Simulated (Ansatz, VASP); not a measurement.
# One calculation of Co, two programs

Contents of INCAR:

```
  PREC = Accurate
  ENCUT = 520
  EDIFF = 1E-6
  ISMEAR = -1
  SIGMA = 0.05
  LREAL = False
  LASPH = True
  NELM = 150
  ALGO = Normal
  ISIF = 2
  LWAVE = False
  LCHARG = False
  ISPIN = 2
  MAGMOM = 3 3
  LORBIT = 11
  LMAXMIX = 4
  GGA = PE
  NBANDS = 20
```

KPOINTS

```
Automatic mesh
0
Gamma
  13 13 7
```

Contents of POSCAR:

```
Co
1.0
    2.5053999800      0.0000000000      0.0000000000
   -1.2526999900      2.1697400300      0.0000000000
    0.0000000000      0.0000000000      4.0893000000
Co
2
Direct
    0.3333333300      0.6666666700      0.2500000000
    0.6666666700      0.3333333300      0.7500000000
```

Input for Ansatz:

```yaml
crystal:
  lattice:
    - [2.50539998, 0.0, 0.0]
    - [-1.25269999, 2.16974003, 0.0]
    - [0.0, 0.0, 4.0893]
  atoms:
    - { symbol: Co, position: [0.33333333, 0.66666667, 0.25], spin: 3.0 }
    - { symbol: Co, position: [0.66666667, 0.33333333, 0.75], spin: 3.0 }
magnetization:
  spin_polarized: true
hamiltonian:
  xc: pbe
  pseudopotentials: { kind: paw }
basis:
  ecutwfc: 420
kpoints:
  mp_grid: { grid: [13, 13, 7] }
scf:
  occupations: { method: fermi_dirac, width: 0.05 }
  lower_state_search: standard
output:
  forces: true
  stress: true
```

Alike in both runs: task single point; functional PBE; k mesh 13 × 13 × 7; occupations fermi-dirac, width 0.05 eV; collinear spin.

```csv
,VASP,Ansatz
version,VASP 6.6.1,Ansatz 0.2.0
potentials or method,"VASP PAW PBE potentials, release 64 (Co), cutoff 520 eV","PAW, plane waves, scalar-relativistic"
valence electrons in the cell,18,34
```

```tsv
	VASP	Ansatz	Ansatz less VASP
pressure (GPa)	-5.4	-4.8	+0.62
traceless stress, the component that is largest in VASP (GPa)	-1.64	-1.59	+0.049
net moment per atom (μB)	1.62	1.62	+0.005
size of the moment on the site where the two differ most (μB)	1.65	1.70	+0.059
```

Site moments also hang on the region over which each program counts them. VASP's potentials hold 18 valence electrons a cell and Ansatz's 34, so a difference there can come from the potentials and not from the codes.
